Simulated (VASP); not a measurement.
# Sb (Pm-3m) in VASP: further runs

Aim: see how the results for Sb move with the level of theory and the settings. Levels: r2SCAN-based global hybrid, r2SCAN. Tasks: single point.

Program: VASP 6.6.1. These are calculated values, not measurements. Logs are shortened: lines on timing, memory, paths and dates and some standing lists are left out, and cuts for length are marked.

### 1 The cell of the first run

It takes space group Pm-3m (No. 221, cubic). Conventional cell: a = 3.160 Å, b = 3.160 Å, c = 3.160 Å, α = 90.00°, β = 90.00°, γ = 90.00°. Sb (site symmetry m-3m) has 6 Sb at 3.16 Å within 4.2 Å.

### 2 Single point, r2SCAN-based global hybrid

Contents of POSCAR:

```
Sb
1.0
    3.1600000000      0.0000000000      0.0000000000
    0.0000000000      3.1600000000      0.0000000000
    0.0000000000      0.0000000000      3.1600000000
Sb
1
Direct
    0.0000000000      0.0000000000      0.0000000000
```

Contents of INCAR.step1:

```
ALGO = Normal ; EDIFF = 1E-5
ENCUT = 520 ; GGA = PE
ISIF = 2 ; ISMEAR = -1
LASPH = T ; LCHARG = F
LREAL = F ; LWAVE = T
NBANDS = 8 ; NELM = 80
PREC = Accurate ; SIGMA = 0.05
```

Contents of INCAR.step2:

```
AEXX = 0.1 ; ALGO = Normal
EDIFF = 1E-6 ; ENCUT = 520
ISIF = 2 ; ISMEAR = -1
ISTART = 1 ; LASPH = T
LCHARG = F ; LHFCALC = T
LMIXTAU = T ; LREAL = F
LWAVE = F ; METAGGA = R2SCAN
NBANDS = 8 ; NELM = 80
PREC = Accurate ; PRECFOCK = Normal
SIGMA = 0.05
```

Contents of KPOINTS:

```
k-points
0
Gamma
  5 5 5
```

Potentials or basis: VASP PAW PBE potentials, release 64 (Sb).

Launch:

```bash
$ cat potpaw_PBE.64/Sb/POTCAR > POTCAR
$ cp INCAR.step1 INCAR
$ mpirun -np 1 vasp_std > vasp.out
$ cp INCAR.step2 INCAR
$ mpirun -np 1 vasp_std > vasp.out
```

OUTCAR:

```text
AEXX = 0.1
   EDIFF = 1E-6
   ENCUT = 520
   ISIF = 2
   ISMEAR = -1
   ISTART = 1
   LASPH = T
   LHFCALC = T
   LREAL = F
   METAGGA = R2SCAN
   NELM = 80
   PREC = Accurate
   PRECFOCK = Normal

 ion  position               nearest neighbor table
   1  0.000  0.000  0.000-

  LATTYP: Found a simple cubic cell.
 ALAT       =     3.1600000000

  Lattice vectors:

 A1 = (   3.1600000000,   0.0000000000,   0.0000000000)
 A2 = (   0.0000000000,   3.1600000000,   0.0000000000)
 A3 = (   0.0000000000,   0.0000000000,   3.1600000000)

Analysis of symmetry for initial positions (statically):
=====================================================================
 Subroutine PRICEL returns:
 Original cell was already a primitive cell.

 Routine SETGRP: Setting up the symmetry group for a
 simple cubic supercell.

 Subroutine GETGRP returns: Found 48 space group operations
 (whereof 48 operations were pure point group operations)
 out of a pool of 48 trial point group operations.

The static configuration has the point symmetry O_h .

Analysis of symmetry for dynamics (positions and initial velocities):
=====================================================================
 Subroutine PRICEL returns:
 Original cell was already a primitive cell.

 Routine SETGRP: Setting up the symmetry group for a
 simple cubic supercell.

 Subroutine GETGRP returns: Found 48 space group operations
 (whereof 48 operations were pure point group operations)
 out of a pool of 48 trial point group operations.

The dynamic configuration has the point symmetry O_h .

 Subroutine INISYM returns: Found 48 space group operations
 (whereof 48 operations are pure point group operations),
 and found     1 'primitive' translations

----------------------------------------------------------------------------------------

                                     Primitive cell

  volume of cell :      31.5545

  direct lattice vectors                    reciprocal lattice vectors
     3.160000000  0.000000000  0.000000000     0.316455696  0.000000000  0.000000000
     0.000000000  3.160000000  0.000000000     0.000000000  0.316455696  0.000000000
     0.000000000  0.000000000  3.160000000     0.000000000  0.000000000  0.316455696

  length of vectors
     3.160000000  3.160000000  3.160000000     0.316455696  0.316455696  0.316455696

  position of ions in fractional coordinates (direct lattice)
     0.000000000  0.000000000  0.000000000

  ion indices of the primitive-cell ions
   primitive index   ion index
                 1           1

----------------------------------------------------------------------------------------

 KPOINTS: k-points

Automatic generation of k-mesh.
 Grid dimensions read from file:
 generate k-points for:    5    5    5

 Generating k-lattice:

  Cartesian coordinates                     Fractional coordinates (reciprocal lattice)
     0.063291139  0.000000000  0.000000000     0.200000000  0.000000000  0.000000000
     0.000000000  0.063291139  0.000000000     0.000000000  0.200000000  0.000000000
     0.000000000  0.000000000  0.063291139     0.000000000  0.000000000  0.200000000

  Length of vectors
     0.063291139  0.063291139  0.063291139

  Shift w.r.t. Gamma in fractional coordinates (k-lattice)
     0.000000000  0.000000000  0.000000000

 Subroutine IBZKPT returns following result:
 ===========================================

 Found     10 irreducible k-points:

 Following reciprocal coordinates:
            Coordinates               Weight
  0.000000  0.000000  0.000000      1.000000
  0.200000  0.000000  0.000000      6.000000
  0.400000  0.000000  0.000000      6.000000
  0.200000  0.200000  0.000000     12.000000
  0.400000  0.200000  0.000000     24.000000
  0.400000  0.400000  0.000000     12.000000
  0.200000  0.200000  0.200000      8.000000
  0.400000  0.200000  0.200000     24.000000
  0.400000  0.400000  0.200000     24.000000
  0.400000  0.400000  0.400000      8.000000
   k-points           NKPTS =     10   k-points in BZ     NKDIM =    125   number of bands    NBANDS=      8
   number of dos      NEDOS =    301   number of ions     NIONS =      1
   total plane-waves  NPLWV =  13824
   dimension x,y,z NGX =    24 NGY =   24 NGZ =   24
   dimension x,y,z NGXF=    48 NGYF=   48 NGZF=   48
   ions per type =               1
   NGX,Y,Z   is equivalent  to a cutoff of  12.63, 12.63, 12.63 a.u.
   NGXF,Y,Z  is equivalent  to a cutoff of  25.25, 25.25, 25.25 a.u.
 SYSTEM =  unknown system
   PREC   = accura    normal or accurate (medium, high low for compatibility)
   ISTART =      1    job   : 0-new  1-cont  2-samecut
   ICHARG =      0    charge: 1-file 2-atom 10-const
   ISPIN  =      1    spin polarized calculation?
   LNONCOLLINEAR =      F non collinear calculations
   LSORBIT =      F    spin-orbit coupling
   LASPH  =      T    aspherical Exc in radial PAW
   ENCUT  =  520.0 eV  38.22 Ry    6.18 a.u.   5.88  5.88  5.88*2*pi/ulx,y,z
   NELM   =     80;   NELMIN=  2; NELMDL=  0     # of ELM steps
   EDIFF  = 0.1E-05   stopping-criterion for ELM
   LREAL  =      F    real-space projection
   EDIFFG = 0.1E-04   stopping-criterion for IOM
   NSW    =      0    number of steps for IOM
   IBRION =     -1    ionic relax: 0-MD 1-quasi-New 2-CG
   NFREE  =      0    steps in history (QN), initial steepest desc. (CG)
   ISIF   =      2    stress and relaxation
   ISYM   =      3    0-nonsym 1-usesym 2-fastsym
   POTIM  = 0.5000    time-step for ionic-motion
   TEBEG  =    0.0;   TEEND  =   0.0 temperature during run
   PSTRESS=    0.0 pullay stress
   NELECT =       5.0000    total number of electrons
   NUPDOWN=      -1.0000    fix difference up-down
   EMIN   =  10.00;   EMAX   =-10.00  energy-range for DOS
   EFERMI =   0.00;   METHOD = LEGACY
   ISMEAR =    -1;   SIGMA  =   0.05  broadening in eV -4-tet -1-fermi 0-gaus
   EFERMI_NEDOS =   21; number of points for ismear=-14 and -15
   IALGO  =     38    algorithm
   IMIX   =      1    mixing-type and parameters
     AMIX     =   0.40;   BMIX     =  1.00
     AMIX_MAG =   1.60;   BMIX_MAG =  1.00
  volume/ion in A,a.u.               =      31.55       212.94
  Fermi-wavevector in a.u.,A,eV,Ry     =   0.885886  1.674081 10.677766  0.784794
  Thomas-Fermi vector in A             =   2.006979
   LORBIT       =      0    0 simple, 1 ext, 2 COOP (PROOUT), +10 PAW based schemes
   METAGGA = R2SCAN    functional components
   LHFCALC =     T    Hartree Fock is set to
   PRECFOCK=normal    Normal, Fast or Accurate (Low or Medium for compatibility)
   ENCUT4O =  -1.0   cutoff for four orbital integrals eV
   NKREDX  =     1    reduce k-point grid by
   NKREDY  =     1    reduce k-point grid by
   NKREDZ  =     1    reduce k-point grid by
   AEXX    =    0.1000 exact exchange contribution
   HFSCREEN=    0.0000 screening length (either q_TF or 0.3 A-1)
   HFSCREENC=   0.0000 screening length for correlation (either q_TF or 0.3 A-1)
   ENCUTFOCK=  -1.0 apply spherical cutoff to Coloumb kernel
   IVDW    =     0    specifies the selected vdW correction
   LEPSILON=     F    determine dielectric tensor
   LRPA    =     F    only Hartree local field effects (RPA)
 non-spin polarized calculation
  energy-cutoff  :      520.00
  volume of cell :       31.55
 maximum number of plane-waves:       867
 NGX is ok and might be reduce to    24
  NGX = 18; NGY = 18; NGZ = 18

 number of electron       5.0000001 magnetization

 Free energy of the ion-electron system (eV)
  ---------------------------------------------------
  ext. energy  EPLUGINS =         0.00000000
  ---------------------------------------------------
  free energy    TOTEN  =       -23.92076033 eV

  energy without entropy =      -23.91075017  energy(sigma->0) =      -23.91575525

 E-fermi :   6.4112     XC(G=0):  -9.0259

 val. band max:        6.2291158465   @ k =   0.2000   0.2000   0.0000
 cond. band min:       6.4135578413   @ k =   0.2000   0.2000   0.2000
 fundamental gap:      0.1844419949
 Fermi energy:         6.4111884591

 k-point     1 :       0.0000    0.0000    0.0000
  band No.  band energies     occupation
      1      -6.9076      2.00000
      2       9.8641      0.00000
      3       9.8641      0.00000
      4       9.8641      0.00000
      5      13.7921      0.00000
      6      13.7921      0.00000
      7      15.3556      0.00000
      8      24.7744      0.00000

 k-point     2 :       0.2000    0.0000    0.0000
  band No.  band energies     occupation
      1      -6.3211      2.00000
      2       5.3786      2.00000
      3      10.4316      0.00000
      4      10.4316      0.00000
      5      14.2686      0.00000
      6      15.2828      0.00000
      7      19.2698      0.00000
      8      21.8897      0.00000

 k-point     3 :       0.4000    0.0000    0.0000
  band No.  band energies     occupation
      1      -4.8635      2.00000
      2       1.1620      2.00000
      3      11.6497      0.00000
      4      11.6497      0.00000
      5      15.4843      0.00000
      6      16.9400      0.00000
      7      18.9827      0.00000
      8      18.9827      0.00000

 k-point     4 :       0.2000    0.2000    0.0000
  band No.  band energies     occupation
      1      -5.7328      2.00000
      2       5.7442      2.00000
      3       6.2291      1.94891
      4      11.0026      0.00000
      5      15.2157      0.00000
      6      17.4150      0.00000
      7      19.2756      0.00000
      8      20.5186      0.00000

 k-point     5 :       0.4000    0.2000    0.0000
  band No.  band energies     occupation
      1      -4.2642      2.00000
      2       1.7203      2.00000
      3       7.5522      0.00000
      4      12.2133      0.00000
      5      13.9055      0.00000
      6      16.8320      0.00000
      7      19.4202      0.00000
      8      19.7530      0.00000

 k-point     6 :       0.4000    0.4000    0.0000
  band No.  band energies     occupation
      1      -2.7340      2.00000
      2       2.8373      2.00000
      3       3.1549      2.00000
      4      10.3832      0.00000
      5      13.4117      0.00000
      6      18.3328      0.00000
      7      20.4343      0.00000
      8      20.5715      0.00000

 k-point     7 :       0.2000    0.2000    0.2000
  band No.  band energies     occupation
      1      -5.1429      2.00000
      2       6.4136      0.97631
      3       6.4137      0.97533
      4       7.3317      0.00000
      5      17.3511      0.00000
      6      18.2049      0.00000
      7      18.2049      0.00000
      8      19.7145      0.00000

 k-point     8 :       0.4000    0.2000    0.2000
  band No.  band energies     occupation
      1      -3.6636      2.00000
      2       2.2761      2.00000
      3       7.7439      0.00000
      4       8.5471      0.00000
      5      14.1137      0.00000
      6      14.9029      0.00000
      7      19.2369      0.00000
      8      20.7255      0.00000

 k-point     9 :       0.4000    0.4000    0.2000
  band No.  band energies     occupation
      1      -2.1245      2.00000
      2       3.3682      2.00000
      3       3.6958      2.00000
      4       9.4818      0.00000
      5      10.9392      0.00000
      6      15.7985      0.00000
      7      16.0172      0.00000
      8      20.3410      0.00000

 k-point    10 :       0.4000    0.4000    0.4000
  band No.  band energies     occupation
      1      -0.5184      2.00000
      2       4.5103      2.00000
      3       4.5103      2.00000
      4       5.2889      2.00000
      5      11.9939      0.00000
      6      12.6643      0.00000
      7      12.6643      0.00000
      8      16.6677      0.00000

------------------------ aborting loop because EDIFF is reached ----------------------------------------

  FORCE on cell =-STRESS in cart. coord.  units (eV):
  Direction    XX          YY          ZZ          XY          YZ          ZX
  --------------------------------------------------------------------------------------
  -------------------------------------------------------------------------------------
  Total       -0.8469325     -0.8469325     -0.8469325     -0.0000000      0.0000000      0.0000000
  in kB      -43.0029382    -43.0029382    -43.0029382     -0.0000000      0.0000000      0.0000000
  external PRESSURE =     -43.0029382 kB  Pullay stress =       0.0000000 kB

 VOLUME and BASIS-vectors are now :
 -----------------------------------------------------------------------------
  energy-cutoff  :      520.00
  volume of cell :       31.55
      direct lattice vectors                 reciprocal lattice vectors
     3.160000000  0.000000000  0.000000000     0.316455696  0.000000000  0.000000000
     0.000000000  3.160000000  0.000000000     0.000000000  0.316455696  0.000000000
     0.000000000  0.000000000  3.160000000     0.000000000  0.000000000  0.316455696

 POSITION                                       TOTAL-FORCE (eV/Angst)
 -----------------------------------------------------------------------------------
      0.00000      0.00000      0.00000         0.000000      0.000000      0.000000
 -----------------------------------------------------------------------------------
    total drift:                               -0.000000     -0.000000     -0.000000

  FREE ENERGIE OF THE ION-ELECTRON SYSTEM (eV)
  ---------------------------------------------------
  free  energy   TOTEN  =       -23.9207603333 eV

  energy  without entropy=      -23.9107501684  energy(sigma->0) =      -23.91575525
```

Run time: 40 s. Hardware: 1 thread of Intel Xeon 6975P-C (Granite Rapids), shared host; peak memory 0.15 GiB.

What came out:

| Item | Value |
| --- | --- |
| Free energy | -23.9208 eV |
| Pressure | -4.3 GPa |

Caveat: the k points lie up to 0.40 Å⁻¹ apart; the PAW data sets were made with another functional, which shifts forces and pressure a little; spin-orbit coupling is left out, which moves the levels of the heavy elements.

(Part 1 of 2 ends here.)
